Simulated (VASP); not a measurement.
Here is a VASP 6.6.1 calculation.

Contents of INCAR:

```
  ALGO = Normal
  EDIFF = 1E-6
  ENCUT = 520
  GGA = PE
  ISIF = 2
  ISMEAR = -1
  LASPH = True
  LCHARG = False
  LREAL = False
  LWAVE = False
  NBANDS = 11
  NELM = 80
  PREC = Accurate
  SIGMA = 0.02
```

KPOINTS

```
k-points
0
Gamma
  12 12 12
```

POSCAR

```
BN
1.0
    0.0000000000      1.7807424705      1.7056900167
    1.7807424705      0.0000000000      1.7056900167
    1.7807424705      1.7807424705      0.0000000000
B N
1 1
Direct
    0.0000000000      0.0000000000      0.0000000000
    0.5000000000      0.5000000000      0.5000000000
```

Potentials or basis: VASP PAW PBE potentials, release 64 (B, N).

Run with:

```sh
$ cat potpaw_PBE.64/B/POTCAR potpaw_PBE.64/N/POTCAR > POTCAR
$ mpirun -np 1 vasp_std > vasp.out
```

Predict the pressure.

-1.3 GPa.

Estimate the band gap on the k mesh.

0.47 eV, indirect (least direct gap 5.36 eV).

Stress tensor (GPa, compression positive):
```
-4.34  0.00  0.00
 0.00 -4.34  0.00
 0.00  0.00  4.65
```

Caveat: the cell differs from its parent crystal (epitaxial xy strain +2.0%). A k mesh can miss the band edges.
